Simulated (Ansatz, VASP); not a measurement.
**SrCl2 in VASP and in Ansatz**

INCAR

```
  PREC = Accurate
  ENCUT = 520
  EDIFF = 1E-6
  ISMEAR = 0
  SIGMA = 0.05
  LREAL = F
  LASPH = T
  NELM = 80
  ALGO = Normal
  ISIF = 2
  LWAVE = F
  LCHARG = F
  GGA = PE
  NBANDS = 19
```

The input KPOINTS:

```
Automatic mesh
0
Gamma
  6 6 6
```

POSCAR

```
SrCl2
1.0
    0.0000000000      3.5366465033      3.6519411793
    3.5366465033      0.0000000000      3.6519411793
    3.5366465033      3.5366465033      0.0000000000
Sr Cl
1 2
Direct
    0.0000000000      0.0000000000      0.0000000000
    0.2500000000      0.2500000000      0.2500000000
    0.7500000000      0.7500000000      0.7500000000
```

Input for Ansatz:

```yaml
crystal:
  lattice:
    - [0.0, 3.5366465033, 3.6519411793]
    - [3.5366465033, 0.0, 3.6519411793]
    - [3.5366465033, 3.5366465033, 0.0]
  atoms:
    - { symbol: Sr, position: [0.0, 0.0, 0.0] }
    - { symbol: Cl, position: [0.25, 0.25, 0.25] }
    - { symbol: Cl, position: [0.75, 0.75, 0.75] }
basis:
  ecutwfc: 420
kpoints:
  mp_grid: { grid: [6, 6, 6] }
hamiltonian:
  xc: pbe
scf:
  occupations: { method: gaussian, width: 0.05 }
output:
  forces: true
  stress: true
  eigenvalues: true
```

Alike in both runs: task single point; functional PBE; k mesh 6 × 6 × 6; occupations gaussian, width 0.05 eV; no spin polarisation.

```csv
,VASP,Ansatz
version,VASP 6.6.1,Ansatz 0.2.0
potentials or method,"VASP PAW PBE potentials, release 64 (Sr_sv, Cl), cutoff 520 eV","scalar-relativistic, plane waves, PAW"
valence electrons in the cell,24,24
```

|  | VASP | Ansatz | Ansatz less VASP |
| --- | --- | --- | --- |
| gap on the k mesh at the Fermi level (eV) | 4.97 | 4.97 | +0.003 |
| least direct gap on the mesh (eV) | 5.27 | 5.27 | +0.001 |
| pressure (GPa) | -1.3 | -1.4 | -0.05 |
| traceless stress, the component that is largest in VASP (GPa) | -0.98 | -0.99 | -0.005 |
